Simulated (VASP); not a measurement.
# H (Cmce) in VASP: notebook

Runs on H. Level: PBEsol. Tasks: single point.

Program: VASP 6.6.1. These are calculated values, not measurements. Logs are shortened: lines on timing, memory, paths and dates and some standing lists are left out, and cuts for length are marked.

## 1. The cell of the first run

The structure is orthorhombic, space group Cmce (No. 64). The conventional cell has a = 5.168 Å, b = 5.057 Å, c = 4.142 Å, α = 90.00°, β = 90.00°, γ = 90.00°. Within 1.0 Å of H (site symmetry m) lie 1 H at 0.74 Å.

## 2. Single point, PBEsol (strain -0.015 along x and y, +0.000 along z)

INCAR

```
PREC = Accurate
ENCUT = 520
EDIFF = 1E-7
ISMEAR = 0
SIGMA = 0.05
LREAL = F
LASPH = T
NELM = 60
ALGO = Normal
ISIF = 2
LWAVE = F
LCHARG = F
GGA = PS
NBANDS = 10
```

KPOINTS

```
Automatic mesh
0
Gamma
  6 6 6
```

POSCAR

```
H
1.0
    2.5841291592     -2.5284012445      0.0000000000
    2.5841291592      2.5284012445      0.0000000000
    0.0000000000      0.0000000000      4.1418180000
H
4
Direct
    0.9532956300      0.0467043700      0.0685088900
    0.4532956300      0.5467043700      0.4314911100
    0.5467043700      0.4532956300      0.5685088900
    0.0467043700      0.9532956300      0.9314911100
```

Potentials or basis: VASP PAW PBE potentials, release 64 (H).

Command:

```console
$ cat potpaw_PBE.64/H/POTCAR > POTCAR
$ mpirun -np 1 vasp_std > vasp.out
```

OUTCAR:

```text
PREC = Accurate
   ENCUT = 520
   EDIFF = 1E-7
   ISMEAR = 0
   LREAL = F
   LASPH = T
   NELM = 60
   ISIF = 2
   GGA = PS

 ion  position               nearest neighbor table
   1  0.953  0.047  0.069-   4 0.74
   2  0.453  0.547  0.431-   3 0.74
   3  0.547  0.453  0.569-   2 0.74
   4  0.047  0.953  0.931-   1 0.74

  LATTYP: Found a base centered orthorhombic cell.
 ALAT       =     5.0568024890
 B/A-ratio  =     1.0220407717
 C/A-ratio  =     0.8190586856

  Lattice vectors:

 A1 = (  -2.5841291592,  -2.5284012445,   0.0000000000)
 A2 = (   2.5841291592,  -2.5284012445,   0.0000000000)
 A3 = (   0.0000000000,   0.0000000000,   4.1418180000)

Analysis of symmetry for initial positions (statically):
=====================================================================
 Subroutine PRICEL returns:
 Original cell was already a primitive cell.

 Routine SETGRP: Setting up the symmetry group for a
 base centered orthorhombic supercell.

 Subroutine GETGRP returns: Found  8 space group operations
 (whereof  4 operations were pure point group operations)
 out of a pool of  8 trial point group operations.

The static configuration has the point symmetry C_2h.
 The point group associated with its full space group is D_2h.

Analysis of symmetry for dynamics (positions and initial velocities):
=====================================================================
 Subroutine PRICEL returns:
 Original cell was already a primitive cell.

 Routine SETGRP: Setting up the symmetry group for a
 base centered orthorhombic supercell.

 Subroutine GETGRP returns: Found  8 space group operations
 (whereof  4 operations were pure point group operations)
 out of a pool of  8 trial point group operations.

The dynamic configuration has the point symmetry C_2h.
 The point group associated with its full space group is D_2h.

 Subroutine INISYM returns: Found  8 space group operations
 (whereof  4 operations are pure point group operations),
 and found     1 'primitive' translations

----------------------------------------------------------------------------------------

                                     Primitive cell

  volume of cell :      54.1229

  direct lattice vectors                    reciprocal lattice vectors
     2.584129159 -2.528401244  0.000000000     0.193488781 -0.197753423  0.000000000
     2.584129159  2.528401244  0.000000000     0.193488781  0.197753423  0.000000000
     0.000000000  0.000000000  4.141818000     0.000000000  0.000000000  0.241439870

  length of vectors
     3.615319677  3.615319677  4.141818000     0.276666450  0.276666450  0.241439870

  position of ions in fractional coordinates (direct lattice)
     0.953295630  0.046704370  0.068508890
     0.453295630  0.546704370  0.431491110
     0.546704370  0.453295630  0.568508890
     0.046704370  0.953295630  0.931491110

  ion indices of the primitive-cell ions
   primitive index   ion index
                 1           1
                 2           2
                 3           3
                 4           4

----------------------------------------------------------------------------------------

 KPOINTS: Automatic mesh

Automatic generation of k-mesh.
 Grid dimensions read from file:
 generate k-points for:    6    6    6

 Generating k-lattice:

  Cartesian coordinates                     Fractional coordinates (reciprocal lattice)
     0.032248130 -0.032958904  0.000000000     0.166666667  0.000000000  0.000000000
     0.032248130  0.032958904  0.000000000     0.000000000  0.166666667  0.000000000
     0.000000000  0.000000000  0.040239978     0.000000000  0.000000000  0.166666667

  Length of vectors
     0.046111075  0.046111075  0.040239978

  Shift w.r.t. Gamma in fractional coordinates (k-lattice)
     0.000000000  0.000000000  0.000000000

 Subroutine IBZKPT returns following result:
 ===========================================

 Found     52 irreducible k-points:

 Following reciprocal coordinates:
            Coordinates               Weight
  0.000000  0.000000  0.000000      1.000000
  0.166667  0.000000  0.000000      4.000000
  0.333333  0.000000  0.000000      4.000000
  0.500000 -0.000000  0.000000      2.000000
  0.166667  0.166667  0.000000      2.000000
  0.333333  0.166667  0.000000      4.000000
[... 16 lines left out ...]
  0.333333  0.333333  0.166667      4.000000
  0.500000  0.333333  0.166667      8.000000
 [... further k-points ...]
   k-points           NKPTS =     52   k-points in BZ     NKDIM =     52   number of bands    NBANDS=     10
   number of dos      NEDOS =    301   number of ions     NIONS =      4
   total plane-waves  NPLWV =  25088
   dimension x,y,z NGX =    28 NGY =   28 NGZ =   32
   dimension x,y,z NGXF=    56 NGYF=   56 NGZF=   64
   ions per type =               4
   NGX,Y,Z   is equivalent  to a cutoff of  12.88, 12.88, 12.84 a.u.
   NGXF,Y,Z  is equivalent  to a cutoff of  25.75, 25.75, 25.69 a.u.
 SYSTEM =  unknown system
   PREC   = accura    normal or accurate (medium, high low for compatibility)
   ISTART =      0    job   : 0-new  1-cont  2-samecut
   ICHARG =      2    charge: 1-file 2-atom 10-const
   ISPIN  =      1    spin polarized calculation?
   LNONCOLLINEAR =      F non collinear calculations
   LSORBIT =      F    spin-orbit coupling
   LASPH  =      T    aspherical Exc in radial PAW
   ENCUT  =  520.0 eV  38.22 Ry    6.18 a.u.   6.72  6.72  7.70*2*pi/ulx,y,z
   NELM   =     60;   NELMIN=  2; NELMDL= -5     # of ELM steps
   EDIFF  = 0.1E-06   stopping-criterion for ELM
   LREAL  =      F    real-space projection
   EDIFFG = 0.1E-05   stopping-criterion for IOM
   NSW    =      0    number of steps for IOM
   IBRION =     -1    ionic relax: 0-MD 1-quasi-New 2-CG
   NFREE  =      0    steps in history (QN), initial steepest desc. (CG)
   ISIF   =      2    stress and relaxation
   ISYM   =      2    0-nonsym 1-usesym 2-fastsym
   POTIM  = 0.5000    time-step for ionic-motion
   TEBEG  =    0.0;   TEEND  =   0.0 temperature during run
   PSTRESS=    0.0 pullay stress
   NELECT =       4.0000    total number of electrons
   NUPDOWN=      -1.0000    fix difference up-down
   EMIN   =  10.00;   EMAX   =-10.00  energy-range for DOS
   EFERMI =   0.00;   METHOD = LEGACY
   ISMEAR =     0;   SIGMA  =   0.05  broadening in eV -4-tet -1-fermi 0-gaus
   EFERMI_NEDOS =   21; number of points for ismear=-14 and -15
   IALGO  =     38    algorithm
   IMIX   =      4    mixing-type and parameters
     AMIX     =   0.40;   BMIX     =  1.00
     AMIX_MAG =   1.60;   BMIX_MAG =  1.00
  volume/ion in A,a.u.               =      13.53        91.31
  Fermi-wavevector in a.u.,A,eV,Ry     =   0.687017  1.298275  6.421854  0.471993
  Thomas-Fermi vector in A             =   1.767412
   LORBIT       =      0    0 simple, 1 ext, 2 COOP (PROOUT), +10 PAW based schemes
   GGA     = PS    functional components
   LHFCALC =     F    Hartree Fock is set to
   AEXX    =    0.0000 exact exchange contribution
   IVDW    =     0    specifies the selected vdW correction
   LEPSILON=     F    determine dielectric tensor
   LRPA    =     F    only Hartree local field effects (RPA)
 non-spin polarized calculation
 Gauss-broadening in eV      SIGMA  =   0.05
  energy-cutoff  :      520.00
  volume of cell :       54.12
 maximum number of plane-waves:      1475
   NGX = 13   NGY = 13   NGZ = 15

 number of electron       4.0000000 magnetization

 Free energy of the ion-electron system (eV)
  ---------------------------------------------------
  ext. energy  EPLUGINS =         0.00000000
  ---------------------------------------------------
  free energy    TOTEN  =       -13.04231802 eV

  energy without entropy =      -13.04231802  energy(sigma->0) =      -13.04231802

 E-fermi :  -8.0857     XC(G=0):  -4.9746

 val. band max:       -8.3739242884   @ k =   0.0000   0.0000   0.0000
 cond. band min:       0.7662795298   @ k =   0.5000  -0.0000   0.5000
 fundamental gap:      9.1402038182
 Fermi energy:        -8.0857467597

 k-point     1 :       0.0000    0.0000    0.0000
  band No.  band energies     occupation
      1     -10.2767      2.00000
      2      -8.3739      2.00000
      3       2.8524      0.00000
      4       4.3837      0.00000
      5       4.8992      0.00000
      6       6.9901      0.00000
      7       7.1032      0.00000
      8       8.7412      0.00000
      9      10.7974      0.00000
     10      11.6348      0.00000

 k-point     2 :       0.1667    0.0000    0.0000
  band No.  band energies     occupation
      1     -10.1215      2.00000
      2      -8.4471      2.00000
      3       3.0036      0.00000
      4       3.9816      0.00000
      5       4.1046      0.00000
      6       6.3190      0.00000
      7       7.8230      0.00000
      8       9.7443      0.00000
      9      11.3464      0.00000
     10      11.5433      0.00000

 k-point     3 :       0.3333    0.0000    0.0000
  band No.  band energies     occupation
      1      -9.7035      2.00000
      2      -8.7049      2.00000
      3       2.7522      0.00000
      4       2.7929      0.00000
      5       4.3294      0.00000
      6       6.4359      0.00000
      7       8.4732      0.00000
      8       8.9499      0.00000
      9      10.5635      0.00000
     10      12.3743      0.00000

 k-point     4 :       0.5000   -0.0000    0.0000
  band No.  band energies     occupation
      1      -9.1652      2.00000
      2      -9.1652      2.00000
      3       2.4018      0.00000
      4       2.4018      0.00000
      5       5.4789      0.00000
      6       5.4789      0.00000
      7       9.0704      0.00000
      8       9.0704      0.00000
      9      10.4125      0.00000
     10      10.4125      0.00000

 k-point     5 :       0.1667    0.1667    0.0000
  band No.  band energies     occupation
      1      -9.9920      2.00000
      2      -8.4771      2.00000
      3       3.3476      0.00000
      4       3.3733      0.00000
      5       3.7153      0.00000
      6       5.6246      0.00000
      7       9.1349      0.00000
      8      10.2283      0.00000
      9      10.7522      0.00000
     10      12.0236      0.00000

 k-point     6 :       0.3333    0.1667    0.0000
  band No.  band energies     occupation
      1      -9.6176      2.00000
      2      -8.6649      2.00000
      3       2.3482      0.00000
      4       2.9634      0.00000
      5       4.2099      0.00000
      6       6.0210      0.00000
      7       8.0098      0.00000
      8       9.3245      0.00000
      9      11.4362      0.00000
     10      11.5779      0.00000
[... 183 lines left out ...]
 k-point    21 :      -0.3333    0.1667    0.1667
  band No.  band energies     occupation
      1      -9.4769      2.00000
      2      -8.7668      2.00000
      3       1.9690      0.00000
      4       2.4963      0.00000
      5       4.3582      0.00000
      6       6.6829      0.00000
      7       7.7025      0.00000
      8       9.9853      0.00000
      9      10.8065      0.00000
     10      12.0002      0.00000

 k-point    22 :      -0.1667    0.1667    0.1667
  band No.  band energies     occupation
      1      -9.8538      2.00000
      2      -8.6011      2.00000
      3       2.2988      0.00000
      4       3.0148      0.00000
      5       4.7641      0.00000
      6       6.0031      0.00000
      7       8.8728      0.00000
      8      10.3875      0.00000
      9      10.9719      0.00000
     10      11.7637      0.00000

 k-point    23 :       0.3333    0.3333    0.1667
  band No.  band energies     occupation
      1      -9.2813      2.00000
      2      -8.7058      2.00000
      3       1.8290      0.00000
      4       2.6210      0.00000
      5       3.4947      0.00000
      6       6.8325      0.00000
      7       7.0950      0.00000
      8       8.7698      0.00000
      9      10.5262      0.00000
     10      10.5946      0.00000

 k-point    24 :       0.5000    0.3333    0.1667
  band No.  band energies     occupation
      1      -8.9973      2.00000
      2      -8.8659      2.00000
      3       1.5161      0.00000
      4       2.3779      0.00000
      5       4.2491      0.00000
      6       5.5692      0.00000
      7       7.7457      0.00000
      8       9.0333      0.00000
      9       9.4532      0.00000
     10       9.7805      0.00000

 [... further k-points ...]

------------------------ aborting loop because EDIFF is reached ----------------------------------------

  FORCE on cell =-STRESS in cart. coord.  units (eV):
  Direction    XX          YY          ZZ          XY          YZ          ZX
  --------------------------------------------------------------------------------------
  -------------------------------------------------------------------------------------
  Total       -0.0404101      0.3864087      0.6073019      0.0000000      0.0000000      0.0000000
  in kB       -1.1962436     11.4386887     17.9776950      0.0000000      0.0000000      0.0000000
  external PRESSURE =       9.4067134 kB  Pullay stress =       0.0000000 kB

 VOLUME and BASIS-vectors are now :
 -----------------------------------------------------------------------------
  energy-cutoff  :      520.00
  volume of cell :       54.12
      direct lattice vectors                 reciprocal lattice vectors
     2.584129159 -2.528401244  0.000000000     0.193488781 -0.197753423  0.000000000
     2.584129159  2.528401244  0.000000000     0.193488781  0.197753423  0.000000000
     0.000000000  0.000000000  4.141818000     0.000000000  0.000000000  0.241439870

 POSITION                                       TOTAL-FORCE (eV/Angst)
 -----------------------------------------------------------------------------------
      2.58413     -2.29223      0.28375         0.000000      0.478255      0.574488
      2.58413      0.23617      1.78716         0.000000      0.478255     -0.574488
      2.58413     -0.23617      2.35466         0.000000     -0.478255      0.574488
      2.58413      2.29223      3.85807         0.000000     -0.478255     -0.574488
 -----------------------------------------------------------------------------------
    total drift:                                0.000000      0.000000      0.000000

  FREE ENERGIE OF THE ION-ELECTRON SYSTEM (eV)
  ---------------------------------------------------
  free  energy   TOTEN  =       -13.0423180166 eV

  energy  without entropy=      -13.0423180166  energy(sigma->0) =      -13.04231802
```

Run time: 8.7 s. Hardware: 1 thread of Intel Xeon 6975P-C (Granite Rapids), shared host; peak memory 0.16 GiB.

What came out:

| Quantity | Value |
| --- | --- |
| Free energy | -13.0423 eV |
| Pressure | 0.9 GPa |
| Largest force | 0.748 eV/Å |
| Band gap on the k mesh | 9.14 eV, indirect (least direct gap 9.79 eV) |

Forces in eV/Å, atoms in the order of the input:
```
H    0.000  0.478  0.574
H    0.000  0.478 -0.574
H    0.000 -0.478  0.574
H    0.000 -0.478 -0.574
```

Stress tensor (GPa, compression positive):
```
-0.12  0.00  0.00
 0.00  1.14  0.00
 0.00  0.00  1.80
```

Caveat: the cell differs from its parent crystal (strain -0.015 along x and y, +0.000 along z); the PAW data sets were made with another functional, which shifts forces and pressure a little.

## 3. Single point, PBEsol (strain +0.000 along x and y, -0.015 along z)

INCAR

```
PREC     = Accurate       # precision mode
ENCUT    = 520            # plane-wave cutoff, eV
EDIFF    = 1E-6           # SCF threshold, eV
ISMEAR   = 0              # smearing method
SIGMA    = 0.05           # smearing width, eV
LREAL    = F              # projectors in reciprocal space
LASPH    = T              # aspherical terms in the spheres
NELM     = 100            # most SCF steps
ALGO     = Normal         # electronic algorithm
ISIF     = 2              # what is computed and relaxed
LWAVE    = F              # write WAVECAR
LCHARG   = T              # write CHGCAR
GGA      = PS             # functional
LELF     = T              # ELF
LVHAR    = T            
NBANDS   = 10             # bands
```

KPOINTS

```
regular mesh
0
Gamma
  6 6 6
```

POSCAR

```
H
1.0
    2.6234813799     -2.5669048168      0.0000000000
    2.6234813799      2.5669048168      0.0000000000
    0.0000000000      0.0000000000      4.0796907300
H
4
Direct
    0.9532956300      0.0467043700      0.0685088900
    0.4532956300      0.5467043700      0.4314911100
    0.5467043700      0.4532956300      0.5685088900
    0.0467043700      0.9532956300      0.9314911100
```

Potentials or basis: VASP PAW PBE potentials, release 64 (H).

Command:

```console
$ cat potpaw_PBE.64/H/POTCAR > POTCAR
$ mpirun -np 1 vasp_std > vasp.out
```

It took 9.1 s on 1 thread of Intel Xeon 6975P-C (Granite Rapids), shared host; peak memory 0.16 GiB.

The run converged. Its results:

```
Free energy            : -13.0392 eV
Pressure               : 1.0 GPa
Largest force          : 0.817 eV/Å
Band gap on the k mesh : 9.18 eV, indirect (least direct gap 9.82 eV)
```

Forces on the atoms (eV/Å):
```
H    0.000  0.532  0.620
H    0.000  0.532 -0.620
H    0.000 -0.532  0.620
H    0.000 -0.532 -0.620
```

Stress tensor (GPa, compression positive):
```
-0.12  0.00  0.00
 0.00  1.29  0.00
 0.00  0.00  1.89
```

Levels at points of the mesh, in eV from the valence-band top:
```
           k point  band 1  band 2  band 3  band 4  band 5  band 6  band 7
(0.00, 0.00, 0.00)   -1.86    0.00   11.51   12.67   13.07   15.13   15.55
(0.50, 0.00, 0.00)   -0.79   -0.79   10.79   10.79   14.00   14.00   17.21
(0.50, 0.50, 0.00)   -0.63   -0.45    9.47   10.28   14.30   15.47   15.71
(0.00, 0.00, 0.50)   -0.92   -0.92   10.46   10.46   15.60   15.60   17.26
(0.50, 0.00, 0.50)   -0.64   -0.64    9.18    9.18   15.92   15.92   17.02
(0.50, 0.50, 0.50)   -0.42   -0.42   10.96   10.96   12.51   12.51   12.66
```

Caveat: the cell differs from its parent crystal (strain +0.000 along x and y, -0.015 along z); the PAW data sets were made with another functional, which shifts forces and pressure a little. A k mesh can miss the band edges.

## 4. Single point, PBEsol (strain -0.015 along x and y, +0.015 along z)

INCAR

```
SYSTEM = H
PREC = Accurate
ENCUT = 520
EDIFF = 1E-7
ISMEAR = 0
SIGMA = 0.05
LREAL = .FALSE.
LASPH = .TRUE.
NELM = 80
ALGO = Normal
ISIF = 2
LWAVE = .FALSE.
LCHARG = .TRUE.
GGA = PS
LELF = .TRUE.
LVHAR = .TRUE.
NBANDS = 10
```

KPOINTS

```
regular mesh
0
G
  6 6 6
  0 0 0
```

POSCAR

```
H
1.0
    2.5841291592     -2.5284012445      0.0000000000
    2.5841291592      2.5284012445      0.0000000000
    0.0000000000      0.0000000000      4.2039452700
H
4
Direct
    0.9532956300      0.0467043700      0.0685088900
    0.4532956300      0.5467043700      0.4314911100
    0.5467043700      0.4532956300      0.5685088900
    0.0467043700      0.9532956300      0.9314911100
```

Command:

```console
$ cat potpaw_PBE.64/H/POTCAR > POTCAR
$ mpirun -np 1 vasp_std > vasp.out
```

Wall time 9.8 s (1 thread of Intel Xeon 6975P-C (Granite Rapids), shared host); peak memory 0.16 GiB.

It converged, with:

```yaml
Free_energy: -13.0507 eV
Pressure: 0.6 GPa
Largest_force: 0.505 eV/Å
Band_gap_on_the_k_mesh: 9.10 eV, indirect (least direct gap 9.73 eV)
```

Forces in eV/Å, atoms in the order of the input:
```
H    0.000  0.320  0.390
H    0.000  0.320 -0.390
H    0.000 -0.320  0.390
H    0.000 -0.320 -0.390
```

Stress tensor (GPa, compression positive):
```
-0.13  0.00  0.00
 0.00  0.69  0.00
 0.00  0.00  1.17
```

Levels at points of the mesh, in eV from the valence-band top:
```
           k point  band 1  band 2  band 3  band 4  band 5  band 6
(0.00, 0.00, 0.00)   -1.86    0.00   11.02   12.69   13.26   15.36
(0.50, 0.00, 0.00)   -0.76   -0.76   10.71   10.71   13.67   13.67
(0.50, 0.50, 0.00)   -0.57   -0.40    9.55   10.37   13.99   15.39
(0.00, 0.00, 0.50)   -0.95   -0.95   10.45   10.45   15.72   15.72
(0.50, 0.00, 0.50)   -0.63   -0.63    9.10    9.10   15.96   15.96
(0.50, 0.50, 0.50)   -0.39   -0.39   10.94   10.94   12.47   12.47
```

Caveat: the cell differs from its parent crystal (strain -0.015 along x and y, +0.015 along z); the PAW data sets were made with another functional, which shifts forces and pressure a little. A k mesh can miss the band edges.

## 5. Summary

| cell | gap on the mesh (eV) | pressure (GPa) | largest force (eV/Å) |
| --- | --- | --- | --- |
| a = 3.615, b = 3.615, c = 4.142 Å, angles 90.0, 90.0, 88.8°, 4 atoms | 9.14 | 0.9 | 0.75 |
| a = 3.670, b = 3.670, c = 4.080 Å, angles 90.0, 90.0, 88.8°, 4 atoms | 9.18 | 1.0 | 0.82 |
| a = 3.615, b = 3.615, c = 4.204 Å, angles 90.0, 90.0, 88.8°, 4 atoms | 9.10 | 0.6 | 0.50 |

Alike in all rows: task single point; level PBEsol; potentials or basis VASP PAW PBE potentials, release 64 (H); no spin polarisation; k mesh 6 × 6 × 6; cutoff (eV) 520; smearing gaussian 0.05 eV.

Caveats: the PAW data sets were made with another functional, which shifts forces and pressure a little.

Total energies depend on the potentials used, so only differences within one code and one set of settings carry meaning.
